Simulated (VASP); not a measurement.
Wanted: the native input for a VASP 6.6.1 run.

- Task: single point
- Functional: PBEsol
- Dispersion: D4
- Potentials or basis: VASP PAW PBE potentials, release 64 (Ru_pv, Al)
- Cutoff: 520 eV
- k mesh: 9 × 9 × 9
- Occupations: fermi-dirac, width 0.05 eV
- Spin: no spin polarisation
- Dipole correction: no
- Further INCAR settings: ALGO = Fast; EDIFF = 1e-06; NBANDS = 16

The structure of AlRu lies in POSCAR:

```
AlRu
1.0
    2.9620935238      0.0000000000      0.0000000000
    0.0000000000      2.9620935238      0.0000000000
    0.0000000000      0.0000000000      2.9620935238
Ru Al
1 1
Direct
    0.5000000000      0.5000000000      0.5000000000
    0.0000000000      0.0000000000      0.0000000000
```

One way to write it, as run:

INCAR

```
SYSTEM = AlRu
  ALGO = Fast
  EDIFF = 1E-6
  ENCUT = 520
  GGA = PS
  ISIF = 2
  ISMEAR = -1
  IVDW = 13
  LASPH = .TRUE.
  LCHARG = .FALSE.
  LREAL = .FALSE.
  LWAVE = .FALSE.
  NBANDS = 16
  NELM = 80
  PREC = Accurate
  SIGMA = 0.05
```

KPOINTS

```
k-points
0
G
  9 9 9
  0 0 0
```

Potentials or basis: VASP PAW PBE potentials, release 64 (Ru_pv, Al).

Launch:

```console
$ cat potpaw_PBE.64/Ru_pv/POTCAR potpaw_PBE.64/Al/POTCAR > POTCAR
$ mpirun -np 1 vasp_std > vasp.out
```

It gave:

```
Pressure                   : 0.0 GPa
Band gap on the k mesh     : zero (an odd number of electrons rules out a gap without spin polarisation)
Dispersion energy per atom : -0.283 eV
```

Caveat: the PAW data sets were made with another functional, which shifts forces and pressure a little.

Wall time 20 s on 1 thread of Intel Xeon 8259CL (shared host), peak memory 0.15 GiB.
